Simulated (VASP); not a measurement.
AlSi40H16Cl3, 60 atoms in the cell. The cell holds a slab with vacuum, 60 atoms: a = 7.679 Å, b = 15.358 Å, c = 18.256 Å, α = 90.00°, β = 90.00°, γ = 90.00°. 

| Item | Value |
| --- | --- |
| Program | VASP 6.6.1 |
| Task | single point |
| Functional | PBE |
| Potentials or basis | VASP PAW PBE potentials, release 64 (H, Si, Al, Cl) |
| Cutoff | 520 eV |
| k mesh | 2 × 1 × 1 |
| Occupations | fermi-dirac, width 0.02 eV |
| Spin | no spin polarisation |
| Dipole correction | no |
| Further INCAR settings | LREAL = Auto; ALGO = Normal; EDIFF = 1e-06; NBANDS = 136 |

Potentials or basis: VASP PAW PBE potentials, release 64 (H, Si, Al, Cl).

Run with:

```bash
$ cat potpaw_PBE.64/H/POTCAR potpaw_PBE.64/Si/POTCAR potpaw_PBE.64/Al/POTCAR potpaw_PBE.64/Cl/POTCAR > POTCAR
$ mpirun -np 1 vasp_std > vasp.out
```

Hardware: 1 thread of Oxide Virtual Turin-like Processor, with other jobs on the host.

**Question.** How long does it take, and how much memory?

**Answer.** Wall time 48 min on 1 thread of Oxide Virtual Turin-like Processor, on a shared host, peak memory 2.1 GiB. Counts: scf iterations 31, k points 2.
